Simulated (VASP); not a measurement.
# BaOs3 (Pm-3m) in VASP: further runs

BaOs3 is run at these levels: PBE; tasks: single point.

Program: VASP 6.6.1. These are calculated values, not measurements. Logs are shortened: lines on timing, memory, paths and dates and some standing lists are left out, and cuts for length are marked.

## (1) The cell of the first run

It takes space group Pm-3m (No. 221, cubic). Conventional cell: a = 4.185 Å, b = 4.185 Å, c = 4.185 Å, α = 90.00°, β = 90.00°, γ = 90.00°. Within 3.9 Å of Ba (site symmetry m-3m) lie 12 Os at 2.96 Å. Os (site symmetry 4/mmm) has 4 Ba at 2.96 Å and 8 Os at 2.96 Å within 3.9 Å.

## (2) Single point, PBE

INCAR reads:

```
PREC = Accurate
ENCUT = 520
EDIFF = 1E-7
ISMEAR = 0
SIGMA = 0.05
LREAL = F
LASPH = T
NELM = 60
ALGO = Fast
ISIF = 2
LWAVE = F
LCHARG = T
GGA = PE
LELF = T
LVHAR = T
NBANDS = 25
```

KPOINTS reads:

```
Automatic mesh
0
Gamma
  8 8 8
```

POSCAR reads:

```
BaOs3
1.0
    4.1850759742      0.0000000000      0.0000000000
    0.0000000000      4.1850759742      0.0000000000
    0.0000000000      0.0000000000      4.1850759742
Ba Os
1 3
Direct
    0.0000000000      0.0000000000      0.0000000000
    0.0000000000      0.5000000000      0.5000000000
    0.5000000000      0.5000000000      0.0000000000
    0.5000000000      0.0000000000      0.5000000000
```

Potentials or basis: VASP PAW PBE potentials, release 64 (Ba_sv, Os).

On the command line:

```console
$ cat potpaw_PBE.64/Ba_sv/POTCAR potpaw_PBE.64/Os/POTCAR > POTCAR
$ mpirun -np 1 vasp_std > vasp.out
```

OUTCAR:

```text
PREC = Accurate
   ENCUT = 520
   EDIFF = 1E-7
   ISMEAR = 0
   LREAL = F
   LASPH = T
   NELM = 60
   ISIF = 2
   GGA = PE

 ion  position               nearest neighbor table
   1  0.000  0.000  0.000-   2 2.96   3 2.96   4 2.96   2 2.96   4 2.96   2 2.96   3 2.96   2 2.96
                             3 2.96   4 2.96   4 2.96   3 2.96
   2  0.000  0.500  0.500-   1 2.96   3 2.96   4 2.96   1 2.96   3 2.96   1 2.96   4 2.96   1 2.96
                             3 2.96   4 2.96   3 2.96   4 2.96
   3  0.500  0.500  0.000-   1 2.96   2 2.96   4 2.96   2 2.96   4 2.96   1 2.96   4 2.96   4 2.96
                             1 2.96   2 2.96   2 2.96   1 2.96
   4  0.500  0.000  0.500-   1 2.96   2 2.96   3 2.96   1 2.96   3 2.96   2 2.96   3 2.96   3 2.96
                             1 2.96   2 2.96   1 2.96   2 2.96

  LATTYP: Found a simple cubic cell.
 ALAT       =     4.1850759742

  Lattice vectors:

 A1 = (   4.1850759742,   0.0000000000,   0.0000000000)
 A2 = (   0.0000000000,   4.1850759742,   0.0000000000)
 A3 = (   0.0000000000,   0.0000000000,   4.1850759742)

Analysis of symmetry for initial positions (statically):
=====================================================================
 Subroutine PRICEL returns:
 Original cell was already a primitive cell.

 Routine SETGRP: Setting up the symmetry group for a
 simple cubic supercell.

 Subroutine GETGRP returns: Found 48 space group operations
 (whereof 48 operations were pure point group operations)
 out of a pool of 48 trial point group operations.

The static configuration has the point symmetry O_h .

Analysis of symmetry for dynamics (positions and initial velocities):
=====================================================================
 Subroutine PRICEL returns:
 Original cell was already a primitive cell.

 Routine SETGRP: Setting up the symmetry group for a
 simple cubic supercell.

 Subroutine GETGRP returns: Found 48 space group operations
 (whereof 48 operations were pure point group operations)
 out of a pool of 48 trial point group operations.

The dynamic configuration has the point symmetry O_h .

 Subroutine INISYM returns: Found 48 space group operations
 (whereof 48 operations are pure point group operations),
 and found     1 'primitive' translations

----------------------------------------------------------------------------------------

                                     Primitive cell

  volume of cell :      73.3010

  direct lattice vectors                    reciprocal lattice vectors
[... 95 lines left out ...]
   IBRION =     -1    ionic relax: 0-MD 1-quasi-New 2-CG
   NFREE  =      0    steps in history (QN), initial steepest desc. (CG)
   ISIF   =      2    stress and relaxation
   ISYM   =      2    0-nonsym 1-usesym 2-fastsym
   POTIM  = 0.5000    time-step for ionic-motion
   TEBEG  =    0.0;   TEEND  =   0.0 temperature during run
   PSTRESS=    0.0 pullay stress
   NELECT =      34.0000    total number of electrons
   NUPDOWN=      -1.0000    fix difference up-down
   EMIN   =  10.00;   EMAX   =-10.00  energy-range for DOS
   EFERMI =   0.00;   METHOD = LEGACY
   ISMEAR =     0;   SIGMA  =   0.05  broadening in eV -4-tet -1-fermi 0-gaus
   EFERMI_NEDOS =   21; number of points for ismear=-14 and -15
   IALGO  =     68    algorithm
   IMIX   =      4    mixing-type and parameters
     AMIX     =   0.40;   BMIX     =  1.00
     AMIX_MAG =   1.60;   BMIX_MAG =  1.00
  volume/ion in A,a.u.               =      18.33       123.66
  Fermi-wavevector in a.u.,A,eV,Ry     =   1.267256  2.394767 21.850120  1.605939
  Thomas-Fermi vector in A             =   2.400414
   LORBIT       =      0    0 simple, 1 ext, 2 COOP (PROOUT), +10 PAW based schemes
   GGA     = PE    functional components
   LHFCALC =     F    Hartree Fock is set to
   AEXX    =    0.0000 exact exchange contribution
   IVDW    =     0    specifies the selected vdW correction
   LEPSILON=     F    determine dielectric tensor
   LRPA    =     F    only Hartree local field effects (RPA)
 non-spin polarized calculation
 RMM-DIIS sequential band-by-band and
 Gauss-broadening in eV      SIGMA  =   0.05
  energy-cutoff  :      520.00
  volume of cell :       73.30
 maximum number of plane-waves:      2000
 NGX is ok and might be reduce to    32
   NGX = 15   NGY = 15   NGZ = 15

 number of electron      34.0000004 magnetization

 Free energy of the ion-electron system (eV)
  ---------------------------------------------------
  ext. energy  EPLUGINS =         0.00000000
  ---------------------------------------------------
  free energy    TOTEN  =       -28.13564113 eV

  energy without entropy =      -28.12487267  energy(sigma->0) =      -28.13025690

 E-fermi :   5.9930     XC(G=0): -12.4964

 val. band max:        5.9846130352   @ k =   0.5000   0.3750   0.1250
 cond. band min:       5.9934062192   @ k =   0.5000   0.5000   0.1250
 fundamental gap:      0.0087931840
 Fermi energy:         5.9929800721

 k-point     1 :       0.0000    0.0000    0.0000
  band No.  band energies     occupation
      1     -19.7967      2.00000
      2      -5.2568      2.00000
      3      -5.2568      2.00000
      4      -5.2568      2.00000
      5      -0.9509      2.00000
      6       1.1717      2.00000
[... 661 lines left out ...]
     24      11.2293      0.00000
     25      11.5120      0.00000

 [... further k-points ...]

------------------------ aborting loop because EDIFF is reached ----------------------------------------

  FORCE on cell =-STRESS in cart. coord.  units (eV):
  Direction    XX          YY          ZZ          XY          YZ          ZX
  --------------------------------------------------------------------------------------
  -------------------------------------------------------------------------------------
  Total        2.0598516      2.0598516      2.0598516      0.0000000      0.0000000      0.0000000
  in kB       45.0232131     45.0232131     45.0232131      0.0000000      0.0000000      0.0000000
  external PRESSURE =      45.0232131 kB  Pullay stress =       0.0000000 kB

 VOLUME and BASIS-vectors are now :
 -----------------------------------------------------------------------------
  energy-cutoff  :      520.00
  volume of cell :       73.30
      direct lattice vectors                 reciprocal lattice vectors
     4.185075974  0.000000000  0.000000000     0.238944288  0.000000000  0.000000000
     0.000000000  4.185075974  0.000000000     0.000000000  0.238944288  0.000000000
     0.000000000  0.000000000  4.185075974     0.000000000  0.000000000  0.238944288

 POSITION                                       TOTAL-FORCE (eV/Angst)
 -----------------------------------------------------------------------------------
      0.00000      0.00000      0.00000         0.000000      0.000000      0.000000
      0.00000      2.09254      2.09254         0.000000      0.000000      0.000000
      2.09254      2.09254      0.00000         0.000000      0.000000      0.000000
      2.09254      0.00000      2.09254         0.000000      0.000000      0.000000
 -----------------------------------------------------------------------------------
    total drift:                                0.000000     -0.000000     -0.000000

  FREE ENERGIE OF THE ION-ELECTRON SYSTEM (eV)
  ---------------------------------------------------
  free  energy   TOTEN  =       -28.1356411313 eV

  energy  without entropy=      -28.1248726747  energy(sigma->0) =      -28.13025690
```

OSZICAR:

```text
N       E                     dE             d eps       ncg     rms          rms(c)
DAV:   1     0.244964913974E+03    0.24496E+03   -0.15743E+04  1750   0.129E+03
DAV:   2    -0.102793658476E+02   -0.25524E+03   -0.23877E+03  1890   0.396E+02
DAV:   3    -0.309756780477E+02   -0.20696E+02   -0.18867E+02  2399   0.858E+01
[... 11 lines left out ...]
RMM:  15    -0.281356402280E+02   -0.27878E-05   -0.30923E-05  2444   0.198E-02    0.120E-02
RMM:  16    -0.281356404201E+02   -0.19218E-06   -0.11706E-05  2463   0.128E-02    0.608E-03
RMM:  17    -0.281356409438E+02   -0.52371E-06   -0.54241E-06  2442   0.647E-03    0.553E-04
RMM:  18    -0.281356410672E+02   -0.12339E-06   -0.15914E-06  1565   0.302E-03    0.413E-04
RMM:  19    -0.281356411313E+02   -0.64032E-07   -0.80763E-07  1283   0.195E-03
   1 F= -.28135641E+02 E0= -.28130257E+02  d E =-.107685E-01
```

stdout:

```text
POSCAR found type information on POSCAR BaOs
 POSCAR found :  2 types and       4 ions
 scaLAPACK will be used
 LDA part: xc-table for (Slater+PW92), standard interpolation
 POSCAR, INCAR and KPOINTS ok, starting setup
 FFT: planning ... GRIDC
 FFT: planning ... GRID_SOFT
 FFT: planning ... GRID
 WAVECAR not read
 entering main loop
 num prob RMM:  19    -0.281356411313E+02   -0.64032E-07   -0.80763E-07  1283   0.195E-03
```

Wall time 29 s (1 thread of Intel Xeon 6975P-C (Granite Rapids), shared host); peak memory 0.21 GiB.

Results:

```yaml
Free_energy: -28.1356 eV
Pressure: 4.5 GPa
Band_gap_on_the_k_mesh: zero (band 17 reaches 7.88 eV, above the bottom of band 18 at 5.83 eV)
```

Levels at points of the mesh, in eV from the Fermi level:
```
           k point  band 14  band 15  band 16  band 17  band 18  band 19  band 20  band 21
(0.00, 0.00, 0.00)    -1.02     0.76     0.76     1.89     2.38     2.38     2.38     4.33
(0.50, 0.00, 0.00)    -1.49    -0.79    -0.46     0.16     0.22     0.22     1.01     2.39
(0.50, 0.50, 0.00)    -1.16    -0.76    -0.16    -0.08    -0.08     0.09     0.20     0.23
(0.50, 0.50, 0.50)    -1.16    -0.44    -0.44    -0.08     1.93     1.93     1.93     4.47
```

Caveat: spin-orbit coupling is left out, which moves the levels of the heavy elements.

## (3) Single point, PBE

INCAR reads:

```
SYSTEM = BaOs3
PREC     = Accurate       ! precision mode
ENCUT    = 520            ! plane-wave cutoff, eV
EDIFF    = 1E-6           ! SCF threshold, eV
ISMEAR   = 0              ! smearing method
SIGMA    = 0.05           ! smearing width, eV
LREAL    = .FALSE.        ! projectors in reciprocal space
LASPH    = .TRUE.         ! aspherical terms in the spheres
NELM     = 60             ! most SCF steps
ALGO     = Normal         ! electronic algorithm
ISIF     = 2              ! what is computed and relaxed
LWAVE    = .FALSE.        ! write WAVECAR
LCHARG   = .FALSE.        ! write CHGCAR
GGA      = PE             ! functional
NBANDS   = 25             ! bands
```

KPOINTS reads:

```
Automatic mesh
0
G
  8 8 8
  0 0 0
```

POSCAR is that of step 2.

Potentials or basis: VASP PAW PBE potentials, release 64 (Ba_sv, Os).

On the command line:

```console
$ cat potpaw_PBE.64/Ba_sv/POTCAR potpaw_PBE.64/Os/POTCAR > POTCAR
$ mpirun -np 1 vasp_std > vasp.out
```

Wall time 19 s (1 thread of Intel Xeon 6975P-C (Granite Rapids), shared host); peak memory 0.21 GiB.

It converged, with:

| Quantity | Value |
| --- | --- |
| Free energy | -28.1356 eV |
| Pressure | 4.5 GPa |
| Band gap on the k mesh | zero (band 17 reaches 7.88 eV, above the bottom of band 18 at 5.83 eV) |

Levels at points of the mesh, in eV from the Fermi level:
```tsv
k point	band 13	band 14	band 15	band 16	band 17	band 18	band 19	band 20	band 21	band 22
(0.00, 0.00, 0.00)	-1.02	-1.02	0.76	0.76	1.89	2.38	2.38	2.38	4.33	4.33
(0.50, 0.00, 0.00)	-1.49	-1.49	-0.79	-0.46	0.16	0.22	0.22	1.01	2.39	3.70
(0.50, 0.50, 0.00)	-1.16	-1.16	-0.76	-0.16	-0.08	-0.08	0.09	0.20	0.23	3.86
(0.50, 0.50, 0.50)	-1.16	-1.16	-0.44	-0.44	-0.08	1.93	1.93	1.93	4.47	4.47
```

Caveat: spin-orbit coupling is left out, which moves the levels of the heavy elements.

## (4) Single point, PBE

INCAR reads:

```
SYSTEM = BaOs3
  PREC = Accurate
  ENCUT = 520
  EDIFF = 1E-6
  ISMEAR = 0
  SIGMA = 0.05
  LREAL = .FALSE.
  LASPH = .TRUE.
  NELM = 60
  ALGO = Normal
  ISIF = 2
  LWAVE = .FALSE.
  LCHARG = .TRUE.
  GGA = PE
  LELF = .TRUE.
  LVHAR = .TRUE.
  NBANDS = 25
```

KPOINTS reads:

```
Automatic mesh
0
Gamma
  8 8 8
  0.5 0.5 0.5
```

POSCAR is that of step 3.

On the command line:

```console
$ cat potpaw_PBE.64/Ba_sv/POTCAR potpaw_PBE.64/Os/POTCAR > POTCAR
$ mpirun -np 1 vasp_std > vasp.out
```

Wall time 14 s (1 thread of Intel Xeon 6975P-C (Granite Rapids), shared host); peak memory 0.19 GiB.

The run converged. Its results:

```yaml
Free_energy: -28.1385 eV
Pressure: 4.4 GPa
Band_gap_on_the_k_mesh: zero (band 17 reaches 7.70 eV, above the bottom of band 18 at 5.80 eV)
```

Levels at points of the mesh, in eV from the Fermi level:
```
           k point  band 13  band 14  band 15  band 16  band 17  band 18  band 19  band 20  band 21  band 22
(0.06, 0.06, 0.06)    -0.97    -0.97     0.69     0.69     1.70     1.82     1.82     2.28     4.02     4.27
```

Caveat: spin-orbit coupling is left out, which moves the levels of the heavy elements.
